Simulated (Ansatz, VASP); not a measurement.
## One calculation of GaCo, two programs

INCAR

```
  PREC = Accurate
  ENCUT = 690
  EDIFF = 1E-6
  ISMEAR = 0
  SIGMA = 0.1
  LREAL = F
  LASPH = T
  NELM = 200
  ALGO = Normal
  ISIF = 2
  LWAVE = F
  LCHARG = F
  ISPIN = 2
  MAGMOM = 0 3
  LORBIT = 11
  LMAXMIX = 4
  GGA = PE
  NBANDS = 26
  GGA_COMPAT = F
```

Contents of KPOINTS:

```
Automatic mesh
0
Gamma
  6 6 4
```

The input POSCAR:

```
GaCo
1.0
    2.6100085300      0.0000000000      0.0000000000
   -1.3050042600      2.2603336900      0.0000000000
    0.0000000000      0.0000000000      5.6577028200
Ga Co
1 1
Direct
    0.0000000000      0.0000000000      0.0000000000
    0.0000000000      0.0000000000      0.5000000000
```

Input for Ansatz:

```yaml
crystal:
  lattice:
    - [2.61000853, 0.0, 0.0]
    - [-1.30500426, 2.26033369, 0.0]
    - [0.0, 0.0, 5.65770282]
  atoms:
    - { symbol: Ga, position: [0.0, 0.0, 0.0] }
    - { symbol: Co, position: [0.0, 0.0, 0.5], spin: 3.0 }
basis:
  ecutwfc: 420
kpoints:
  mp_grid: { grid: [6, 6, 4] }
hamiltonian:
  xc: pbe
scf:
  occupations: { method: gaussian, width: 0.1 }
  lower_state_search: "off"
output:
  forces: true
  stress: true
  eigenvalues: true
  populations: true
magnetization:
  spin_polarized: true
```

Alike in both runs: task single point; functional PBE; k mesh 6 × 6 × 4; occupations gaussian, width 0.1 eV; collinear spin.

```csv
,VASP,Ansatz
version,VASP 6.6.1,Ansatz 0.2.0
potentials or method,"VASP PAW PBE potentials, release 64 (Ga_d, Co_sv), cutoff 690 eV","scalar-relativistic, plane waves, PAW"
valence electrons in the cell,30,30
```

Ansatz gave:

```
gap on the k mesh at the Fermi level (eV)                     : none
pressure (GPa)                                                : -6.8
traceless stress, the component that is largest in VASP (GPa) : -5.28
net moment per atom (μB)                                      : 0.81
size of the moment on the site where the two differ most (μB) : 1.75
```

Q: What did VASP give for the same quantities?

A: gap on the k mesh at the Fermi level (eV): none; pressure (GPa): -7.2; traceless stress, the component that is largest in VASP (GPa): -5.38; net moment per atom (μB): 0.81; size of the moment on the site where the two differ most (μB): 1.73.

Site moments also hang on the region over which each program counts them. A gap of «none» marks a metal or a gap that the smearing closes. With one functional, cell and mesh, what is left measures potentials, basis and numerics.

The k mesh is coarse, so the values compare programs but aren't converged.
